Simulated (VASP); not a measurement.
# RbHgH3 (Pm-3m) in VASP: a series of runs

Runs on RbHgH3. Level: PBE. Tasks: single point, relaxation of cell and atoms.

Everything below comes from runs of VASP 6.6.1. Logs are shortened: lines on timing, memory, paths and dates and some standing lists are left out, and cuts for length are marked.

### 1 The cell of the first run

It takes space group Pm-3m (No. 221, cubic). The conventional cell has a = 4.202 Å, b = 4.202 Å, c = 4.202 Å, α = 90.00°, β = 90.00°, γ = 90.00°. Within 3.9 Å of Rb (site symmetry m-3m) lie 12 H at 2.97 Å and 8 Hg at 3.64 Å. Within 2.8 Å of Hg (site symmetry m-3m) lie 6 H at 2.10 Å. Within 2.8 Å of H (site symmetry 4/mmm) lie 2 Hg at 2.10 Å.

### 2 Single point, PBE

INCAR

```
SYSTEM = RbHgH3
PREC = Accurate
ENCUT = 520
EDIFF = 1E-6
ISMEAR = 0
SIGMA = 0.1
LREAL = .False.
LASPH = .True.
NELM = 60
ALGO = Normal
ISIF = 2
LWAVE = .False.
LCHARG = .False.
GGA = PE
NBANDS = 20
```

KPOINTS

```
regular mesh
0
Gamma
  10 10 10
  0 0 0
```

POSCAR

```
RbHgH3
1.0
    4.2024488354      0.0000000000      0.0000000000
    0.0000000000      4.2024488354      0.0000000000
    0.0000000000      0.0000000000      4.2024488354
Rb Hg H
1 1 3
Direct
    0.5000000000      0.5000000000      0.5000000000
    0.0000000000      0.0000000000      0.0000000000
    0.5000000000      0.0000000000      0.0000000000
    0.0000000000      0.5000000000      0.0000000000
    0.0000000000      0.0000000000      0.5000000000
```

Potentials or basis: VASP PAW PBE potentials, release 64 (Rb_sv, Hg, H).

Started as:

```sh
$ cat potpaw_PBE.64/Rb_sv/POTCAR potpaw_PBE.64/Hg/POTCAR potpaw_PBE.64/H/POTCAR > POTCAR
$ mpirun -np 1 vasp_std > vasp.out
```

OUTCAR:

```text
SYSTEM = RbHgH3
   PREC = Accurate
   ENCUT = 520
   EDIFF = 1E-6
   ISMEAR = 0
   LREAL = .False.
   LASPH = .True.
   NELM = 60
   ISIF = 2
   GGA = PE

 ion  position               nearest neighbor table
   1  0.500  0.500  0.500-   3 2.97   4 2.97   5 2.97   3 2.97   4 2.97   3 2.97   5 2.97   3 2.97
                             4 2.97   5 2.97   4 2.97   5 2.97   2 3.64   2 3.64   2 3.64   2 3.64
   2  0.000  0.000  0.000-   3 2.10   4 2.10   5 2.10   5 2.10   4 2.10   3 2.10   1 3.64   1 3.64
                             1 3.64   1 3.64   1 3.64   1 3.64   1 3.64   1 3.64
   3  0.500  0.000  0.000-   2 2.10   2 2.10   1 2.97   1 2.97   1 2.97   1 2.97
   4  0.000  0.500  0.000-   2 2.10   2 2.10   1 2.97   1 2.97   1 2.97   1 2.97
   5  0.000  0.000  0.500-   2 2.10   2 2.10   1 2.97   1 2.97   1 2.97   1 2.97

  LATTYP: Found a simple cubic cell.
 ALAT       =     4.2024488354

  Lattice vectors:

 A1 = (   4.2024488354,   0.0000000000,   0.0000000000)
 A2 = (   0.0000000000,   4.2024488354,   0.0000000000)
 A3 = (   0.0000000000,   0.0000000000,   4.2024488354)

Analysis of symmetry for initial positions (statically):
=====================================================================
 Subroutine PRICEL returns:
 Original cell was already a primitive cell.

 Routine SETGRP: Setting up the symmetry group for a
 simple cubic supercell.

 Subroutine GETGRP returns: Found 48 space group operations
 (whereof 48 operations were pure point group operations)
 out of a pool of 48 trial point group operations.

The static configuration has the point symmetry O_h .

Analysis of symmetry for dynamics (positions and initial velocities):
=====================================================================
 Subroutine PRICEL returns:
 Original cell was already a primitive cell.

 Routine SETGRP: Setting up the symmetry group for a
 simple cubic supercell.

 Subroutine GETGRP returns: Found 48 space group operations
 (whereof 48 operations were pure point group operations)
 out of a pool of 48 trial point group operations.

The dynamic configuration has the point symmetry O_h .

 Subroutine INISYM returns: Found 48 space group operations
 (whereof 48 operations are pure point group operations),
 and found     1 'primitive' translations

----------------------------------------------------------------------------------------

                                     Primitive cell

  volume of cell :      74.2177

  direct lattice vectors                    reciprocal lattice vectors
     4.202448835  0.000000000  0.000000000     0.237956496  0.000000000  0.000000000
     0.000000000  4.202448835  0.000000000     0.000000000  0.237956496  0.000000000
     0.000000000  0.000000000  4.202448835     0.000000000  0.000000000  0.237956496

  length of vectors
     4.202448835  4.202448835  4.202448835     0.237956496  0.237956496  0.237956496

  position of ions in fractional coordinates (direct lattice)
     0.500000000  0.500000000  0.500000000
     0.000000000  0.000000000  0.000000000
     0.500000000  0.000000000  0.000000000
     0.000000000  0.500000000  0.000000000
     0.000000000  0.000000000  0.500000000

  ion indices of the primitive-cell ions
   primitive index   ion index
                 1           1
                 2           2
                 3           3
                 4           4
                 5           5

----------------------------------------------------------------------------------------

 KPOINTS: regular mesh

Automatic generation of k-mesh.
 Grid dimensions read from file:
 generate k-points for:   10   10   10

 Generating k-lattice:

  Cartesian coordinates                     Fractional coordinates (reciprocal lattice)
     0.023795650  0.000000000  0.000000000     0.100000000  0.000000000  0.000000000
     0.000000000  0.023795650  0.000000000     0.000000000  0.100000000  0.000000000
     0.000000000  0.000000000  0.023795650     0.000000000  0.000000000  0.100000000

  Length of vectors
     0.023795650  0.023795650  0.023795650

  Shift w.r.t. Gamma in fractional coordinates (k-lattice)
     0.000000000  0.000000000  0.000000000

 Subroutine IBZKPT returns following result:
 ===========================================

 Found     56 irreducible k-points:

 Following reciprocal coordinates:
            Coordinates               Weight
  0.000000  0.000000  0.000000      1.000000
  0.100000  0.000000  0.000000      6.000000
  0.200000  0.000000  0.000000      6.000000
  0.300000  0.000000  0.000000      6.000000
  0.400000  0.000000  0.000000      6.000000
  0.500000  0.000000  0.000000      3.000000
[... 16 lines left out ...]
  0.200000  0.100000  0.100000     24.000000
  0.300000  0.100000  0.100000     24.000000
 [... further k-points ...]
   k-points           NKPTS =     56   k-points in BZ     NKDIM =     56   number of bands    NBANDS=     20
   number of dos      NEDOS =    301   number of ions     NIONS =      5
   total plane-waves  NPLWV =  32768
   dimension x,y,z NGX =    32 NGY =   32 NGZ =   32
   dimension x,y,z NGXF=    64 NGYF=   64 NGZF=   64
   ions per type =               1   1   3
   NGX,Y,Z   is equivalent  to a cutoff of  12.66, 12.66, 12.66 a.u.
   NGXF,Y,Z  is equivalent  to a cutoff of  25.32, 25.32, 25.32 a.u.
 SYSTEM =  RbHgH3
   PREC   = accura    normal or accurate (medium, high low for compatibility)
   ISTART =      0    job   : 0-new  1-cont  2-samecut
   ICHARG =      2    charge: 1-file 2-atom 10-const
   ISPIN  =      1    spin polarized calculation?
   LNONCOLLINEAR =      F non collinear calculations
   LSORBIT =      F    spin-orbit coupling
   LASPH  =      T    aspherical Exc in radial PAW
   ENCUT  =  520.0 eV  38.22 Ry    6.18 a.u.   7.81  7.81  7.81*2*pi/ulx,y,z
   NELM   =     60;   NELMIN=  2; NELMDL= -5     # of ELM steps
   EDIFF  = 0.1E-05   stopping-criterion for ELM
   LREAL  =      F    real-space projection
   EDIFFG = 0.1E-04   stopping-criterion for IOM
   NSW    =      0    number of steps for IOM
   IBRION =     -1    ionic relax: 0-MD 1-quasi-New 2-CG
   NFREE  =      0    steps in history (QN), initial steepest desc. (CG)
   ISIF   =      2    stress and relaxation
   ISYM   =      2    0-nonsym 1-usesym 2-fastsym
   POTIM  = 0.5000    time-step for ionic-motion
   TEBEG  =    0.0;   TEEND  =   0.0 temperature during run
   PSTRESS=    0.0 pullay stress
   NELECT =      24.0000    total number of electrons
   NUPDOWN=      -1.0000    fix difference up-down
   EMIN   =  10.00;   EMAX   =-10.00  energy-range for DOS
   EFERMI =   0.00;   METHOD = LEGACY
   ISMEAR =     0;   SIGMA  =   0.10  broadening in eV -4-tet -1-fermi 0-gaus
   EFERMI_NEDOS =   21; number of points for ismear=-14 and -15
   IALGO  =     38    algorithm
   IMIX   =      4    mixing-type and parameters
     AMIX     =   0.40;   BMIX     =  1.00
     AMIX_MAG =   1.60;   BMIX_MAG =  1.00
  volume/ion in A,a.u.               =      14.84       100.17
  Fermi-wavevector in a.u.,A,eV,Ry     =   1.123680  2.123448 17.179501  1.262658
  Thomas-Fermi vector in A             =   2.260348
   LORBIT       =      0    0 simple, 1 ext, 2 COOP (PROOUT), +10 PAW based schemes
   GGA     = PE    functional components
   LHFCALC =     F    Hartree Fock is set to
   AEXX    =    0.0000 exact exchange contribution
   IVDW    =     0    specifies the selected vdW correction
   LEPSILON=     F    determine dielectric tensor
   LRPA    =     F    only Hartree local field effects (RPA)
 non-spin polarized calculation
 Gauss-broadening in eV      SIGMA  =   0.10
  energy-cutoff  :      520.00
  volume of cell :       74.22
 maximum number of plane-waves:      2016
 NGX is ok and might be reduce to    32
   NGX = 15   NGY = 15   NGZ = 15

 number of electron      24.0000000 magnetization

 Free energy of the ion-electron system (eV)
  ---------------------------------------------------
  ext. energy  EPLUGINS =         0.00000000
  ---------------------------------------------------
  free energy    TOTEN  =       -10.73472261 eV

  energy without entropy =      -10.73158028  energy(sigma->0) =      -10.73315145

 E-fermi :   1.3706     XC(G=0):  -9.0794

 val. band max:        1.2843988236   @ k =   0.5000   0.1000   0.1000
 cond. band min:       1.4055144670   @ k =   0.2000   0.1000   0.0000
 fundamental gap:      0.1211156433
 Fermi energy:         1.3705762393

 k-point     1 :       0.0000    0.0000    0.0000
  band No.  band energies     occupation
      1     -25.5087      2.00000
      2      -9.5568      2.00000
      3      -9.5568      2.00000
      4      -9.5568      2.00000
      5      -6.6342      2.00000
      6      -6.6030      2.00000
[... 12 lines left out ...]
     19       9.6191      0.00000
     20       9.6191      0.00000

 k-point     2 :       0.1000    0.0000    0.0000
  band No.  band energies     occupation
      1     -25.5069      2.00000
      2      -9.6226      2.00000
      3      -9.5550      2.00000
      4      -9.5550      2.00000
      5      -6.5992      2.00000
      6      -6.5623      2.00000
[... 12 lines left out ...]
     19       9.5966      0.00000
     20       9.6012      0.00000

 k-point     3 :       0.2000    0.0000    0.0000
  band No.  band energies     occupation
      1     -25.5022      2.00000
      2      -9.7807      2.00000
      3      -9.5504      2.00000
      4      -9.5504      2.00000
      5      -6.5893      2.00000
      6      -6.4466      2.00000
[... 12 lines left out ...]
     19       9.6381      0.00000
     20       9.6665      0.00000

 k-point     4 :       0.3000    0.0000    0.0000
  band No.  band energies     occupation
      1     -25.4964      2.00000
      2      -9.9548      2.00000
      3      -9.5447      2.00000
      4      -9.5447      2.00000
      5      -6.5770      2.00000
      6      -6.3118      2.00000
[... 429 lines left out ...]
 k-point    23 :       0.2000    0.1000    0.1000
  band No.  band energies     occupation
      1     -25.4988      2.00000
      2      -9.7721      2.00000
      3      -9.6020      2.00000
      4      -9.5841      2.00000
      5      -6.5108      2.00000
      6      -6.3890      2.00000
[... 12 lines left out ...]
     19       9.2900      0.00000
     20       9.7982      0.00000

 k-point    24 :       0.3000    0.1000    0.1000
  band No.  band energies     occupation
      1     -25.4931      2.00000
      2      -9.9274      2.00000
      3      -9.5889      2.00000
      4      -9.5759      2.00000
      5      -6.5035      2.00000
      6      -6.2547      2.00000
[... 12 lines left out ...]
     19       9.3995      0.00000
     20      10.1467      0.00000

 [... further k-points ...]
[... 5 lines left out ...]
  --------------------------------------------------------------------------------------
  -------------------------------------------------------------------------------------
  Total        0.0197870      0.0197870      0.0197870      0.0000000      0.0000000     -0.0000000
  in kB        0.4271519      0.4271519      0.4271519      0.0000000      0.0000000     -0.0000000
  external PRESSURE =       0.4271519 kB  Pullay stress =       0.0000000 kB

 VOLUME and BASIS-vectors are now :
 -----------------------------------------------------------------------------
  energy-cutoff  :      520.00
  volume of cell :       74.22
      direct lattice vectors                 reciprocal lattice vectors
     4.202448835  0.000000000  0.000000000     0.237956496  0.000000000  0.000000000
     0.000000000  4.202448835  0.000000000     0.000000000  0.237956496  0.000000000
     0.000000000  0.000000000  4.202448835     0.000000000  0.000000000  0.237956496

 POSITION                                       TOTAL-FORCE (eV/Angst)
 -----------------------------------------------------------------------------------
      2.10122      2.10122      2.10122         0.000000      0.000000      0.000000
      0.00000      0.00000      0.00000         0.000000      0.000000      0.000000
      2.10122      0.00000      0.00000         0.000000      0.000000      0.000000
      0.00000      2.10122      0.00000         0.000000      0.000000      0.000000
      0.00000      0.00000      2.10122         0.000000      0.000000      0.000000
 -----------------------------------------------------------------------------------
    total drift:                                0.000000      0.000000     -0.000000

  FREE ENERGIE OF THE ION-ELECTRON SYSTEM (eV)
  ---------------------------------------------------
  free  energy   TOTEN  =       -10.7347226082 eV

  energy  without entropy=      -10.7315802824  energy(sigma->0) =      -10.73315145
```

Run time: 34 s. Hardware: 1 thread of Intel Xeon Platinum 8488C (Sapphire Rapids), shared host; peak memory 0.23 GiB.

What came out:

```yaml
Free_energy: -10.7347 eV
Pressure: 0.0 GPa
Band_gap_on_the_k_mesh: zero (band 12 reaches 2.12 eV, above the bottom of band 13 at -1.64 eV)
```

Caveat: spin-orbit coupling is left out, which moves the levels of the heavy elements.

### 3 Relaxation of cell and atoms, PBE

This run uses another cell than the first one, of 14.81 Å³/atom, 0.998 times its volume.

INCAR

```
ALGO     = Normal         # electronic algorithm
EDIFF    = 1E-6           # SCF threshold, eV
EDIFFG   = -0.01          # ionic threshold
ENCUT    = 600            # plane-wave cutoff, eV
GGA      = PE             # functional
IBRION   = 2              # ionic algorithm
ISIF     = 3              # what is computed and relaxed
ISMEAR   = 0              # smearing method
LASPH    = True           # aspherical terms in the spheres
LCHARG   = False          # write CHGCAR
LREAL    = False          # projectors in reciprocal space
LWAVE    = False          # write WAVECAR
NELM     = 80             # most SCF steps
NSW      = 100            # ionic steps
PREC     = Accurate       # precision mode
SIGMA    = 0.1            # smearing width, eV
```

KPOINTS

```
k-points
0
Gamma
  10 10 10
```

Edit POSCAR of step 2 so:

```diff
@@ -2,5 +2,5 @@
 1.0
-    4.2024488354      0.0000000000      0.0000000000
-    0.0000000000      4.2024488354      0.0000000000
-    0.0000000000      0.0000000000      4.2024488354
+    4.1992595050      0.0000000000      0.0000000000
+    0.0000000000      4.1992595050      0.0000000000
+    0.0000000000      0.0000000000      4.1992595050
 Rb Hg H
```

Potentials or basis: VASP PAW PBE potentials, release 64 (Rb_sv, Hg, H).

Started as:

```sh
$ cat potpaw_PBE.64/Rb_sv/POTCAR potpaw_PBE.64/Hg/POTCAR potpaw_PBE.64/H/POTCAR > POTCAR
$ mpirun -np 1 vasp_std > vasp.out
```

It took 2.8 min on 1 thread of Oxide Virtual Turin-like, shared host; peak memory 0.25 GiB.

It converged, with:

```yaml
Free_energy: -10.7357 eV
Relaxed_volume: 14.85 Å³/atom
Relaxed_cell: a = 4.203 Å, b = 4.203 Å, c = 4.203 Å, α = 90.00°, β = 90.00°, γ = 90.00°
Space_group_after_relaxing_to_0.05_Å: Pm-3m (No. 221)
Energy_gained_by_relaxing: 0.0 meV/atom
Ionic_steps: 2
Pressure_after_relaxing: 0.1 GPa
Band_gap_on_the_k_mesh: zero (band 12 reaches 2.12 eV, above the bottom of band 13 at -1.64 eV)
```

Step by step:
```
step  energy change (eV)  largest force (eV/Å)  pressure (GPa)  volume (Å³)
   1              0.0000                0.0000            0.21        74.05
   2             -0.0002                0.0000            0.10        74.25
```

Final structure:
```
Rb Hg H
1.0
     4.20310    0.00000    0.00000
     0.00000    4.20310    0.00000
     0.00000    0.00000    4.20310
Rb Hg H
1 1 3
Cartesian
  2.1016 2.1016 2.1016
  0.0000 0.0000 0.0000
  2.1016 0.0000 0.0000
  0.0000 2.1016 0.0000
  0.0000 0.0000 2.1016
```

Levels at points of the mesh, in eV from the Fermi level:
```tsv
k point	band 8	band 9	band 10	band 11	band 12	band 13	band 14	band 15	band 16
(0.00, 0.00, 0.00)	-6.82	-6.82	-6.82	0.29	0.29	3.90	3.90	3.90	6.33
(0.50, 0.00, 0.00)	-6.84	-6.81	-5.67	-4.32	0.75	3.28	3.28	4.13	5.37
(0.50, 0.50, 0.00)	-6.90	-6.86	-4.99	-3.46	-3.46	3.27	3.41	5.45	6.23
(0.50, 0.50, 0.50)	-6.85	-6.85	-3.90	-3.90	-3.90	-3.01	6.16	6.16	6.16
```

Caveat: spin-orbit coupling is left out, which moves the levels of the heavy elements.
